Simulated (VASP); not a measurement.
Here is a VASP 6.6.1 calculation.

Contents of INCAR:

```
ALGO     = Normal         # electronic algorithm
EDIFF    = 1E-6           # SCF threshold, eV
ENCUT    = 600            # plane-wave cutoff, eV
GGA      = PE             # functional
GGA_COMPAT= F            
ISIF     = 2              # what is computed and relaxed
ISMEAR   = -1             # smearing method
ISPIN    = 2              # spin polarisation
LASPH    = T              # aspherical terms in the spheres
LCHARG   = F              # write CHGCAR
LDAU     = T              # DFT+U
LDAUJ    = 0 0          
LDAUL    = 2 -1           # shell
LDAUPRINT= 1            
LDAUTYPE = 2            
LDAUU    = 4 0            # U, eV
LMAXMIX  = 4              # l up to which the mixer works
LORBIT   = 11             # projections on sites
LREAL    = F              # projectors in reciprocal space
LWAVE    = F              # write WAVECAR
MAGMOM   = 4 -4 0 0       # initial moments
NBANDS   = 26             # bands
NELM     = 200            # most SCF steps
PREC     = Accurate       # precision mode
SIGMA    = 0.02           # smearing width, eV
```

KPOINTS

```
k-points
0
Gamma
  6 6 4
```

POSCAR

```
FeO
1.0
    2.9500000000      0.0000000000      0.0000000000
   -1.4750000000      2.5547750000      0.0000000000
    0.0000000000      0.0000000000      5.2000000000
Fe O
2 2
Direct
    0.0000000000      0.0000000000      0.0000000000
    0.0000000000      0.0000000000      0.5000000000
    0.3333330000      0.6666670000      0.2500000000
    0.6666670000      0.3333330000      0.7500000000
```

Potentials or basis: VASP PAW PBE potentials, release 64 (Fe, O).

Run with:

```bash
$ cat potpaw_PBE.64/Fe/POTCAR potpaw_PBE.64/O/POTCAR > POTCAR
$ mpirun -np 1 vasp_std > vasp.out
```

(1) Estimate the band gap on the k mesh.

(2) Predict the pressure.

Answers

(1) 1.82 eV, direct.

(2) 11.5 GPa.
